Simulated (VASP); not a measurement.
GaAs, 2 atoms in the cell. It takes space group P4/mmm (No. 123, tetragonal). The conventional cell has a = 3.182 Å, b = 3.182 Å, c = 3.832 Å, α = 90.00°, β = 90.00°, γ = 90.00°. Ga (site symmetry 4/mmm) has 8 As at 2.96 Å and 6 Ga at 3.18 to 3.83 Å within 3.9 Å. As (site symmetry 4/mmm) has 8 Ga at 2.96 Å and 6 As at 3.18 to 3.83 Å within 3.9 Å. 

```yaml
Program: VASP 6.6.1
Task: relaxation of cell and atoms
Functional: PBE
Potentials_or_basis: VASP PAW PBE potentials, release 64 (Ga_d, As)
Cutoff: 600 eV
k_mesh: 18 × 18 × 14
Occupations: gaussian, width 0.1 eV
Spin: no spin polarisation
Dipole_correction: no
Further_INCAR_settings: ALGO = Normal; EDIFF = 1e-06; IBRION = 2; EDIFFG = -0.01; NSW = 100; ISIF = 3
```

Potentials or basis: VASP PAW PBE potentials, release 64 (Ga_d, As).

Command:

```sh
$ cat potpaw_PBE.64/Ga_d/POTCAR potpaw_PBE.64/As/POTCAR > POTCAR
$ mpirun -np 1 vasp_std > vasp.out
```

Hardware: 1 thread of Intel(R) Xeon(R) Platinum 8488C (Sapphire Rapids) (shared host).

Task: Estimate the wall time of this run.

Result: Run time: 4.6 min on 1 thread of Intel(R) Xeon(R) Platinum 8488C (Sapphire Rapids), with other jobs on the host, peak memory 0.42 GiB. Counts: scf iterations 21, k points 440, ion steps 3.
